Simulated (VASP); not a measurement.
Hg, 1 atom in the cell. The structure is cubic, space group Fm-3m (No. 225). Conventional cell: a = 4.748 Å, b = 4.748 Å, c = 4.748 Å, α = 90.00°, β = 90.00°, γ = 90.00°. Within 4.4 Å of Hg (site symmetry m-3m) lie 12 Hg at 3.36 Å. 

* Program: VASP 6.6.1
* Task: single point
* Functional: PBE
* Dispersion: D3(BJ)
* Potentials or basis: VASP PAW PBE potentials, release 64 (Hg)
* Cutoff: 520 eV
* k mesh: 8 × 8 × 8
* Occupations: fermi-dirac, width 0.02 eV
* Spin: no spin polarisation
* Dipole correction: no
* Further INCAR settings: ALGO = Normal; EDIFF = 1e-06; NBANDS = 12

Potentials or basis: VASP PAW PBE potentials, release 64 (Hg).

Command:

```sh
$ cat potpaw_PBE.64/Hg/POTCAR > POTCAR
$ mpirun -np 1 vasp_std > vasp.out
```

Hardware: 1 thread of Intel(R) Xeon(R) 6975P-C (Granite Rapids) (shared host).

Question: How long does it take, and how much memory?

Answer: Run time: 4.8 s on 1 thread of Intel(R) Xeon(R) 6975P-C (Granite Rapids) (shared host), peak memory 0.16 GiB. Counts: scf iterations 11, k points 29.
